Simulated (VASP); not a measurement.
Input of a VASP 6.6.1 run:

The input INCAR:

```
SYSTEM = BP
PREC = Accurate
ENCUT = 500
EDIFF = 1E-6
ISMEAR = 0
SIGMA = 0.01
LREAL = .False.
LASPH = .True.
NELM = 120
ALGO = Normal
ISIF = 2
LWAVE = .False.
LCHARG = .True.
GGA = PE
LELF = .True.
LVHAR = .True.
NBANDS = 11
GGA_COMPAT = .False.
```

The input KPOINTS:

```
regular mesh
0
Gamma
  4 4 4
  0 0 0
```

File POSCAR:

```
BP
1.0
    0.0000000000      2.3279612538      2.3279612538
    2.3279612538      0.0000000000      2.3279612538
    2.3279612538      2.3279612538      0.0000000000
B P
1 1
Direct
    0.0000000000      0.0000000000      0.0000000000
    0.2500000000      0.2500000000      0.2500000000
```

Potentials or basis: VASP PAW PBE potentials, release 64 (B, P).

Command:

```bash
$ cat potpaw_PBE.64/B/POTCAR potpaw_PBE.64/P/POTCAR > POTCAR
$ mpirun -np 1 vasp_std > vasp.out
```

Problem. Predict the band gap on the k mesh.

Solution. 1.46 eV, indirect (least direct gap 3.28 eV).

Problem. Predict the pressure.

Solution. -9.2 GPa.

Caveat: the k points lie up to 0.58 Å⁻¹ apart. A k mesh can miss the band edges.
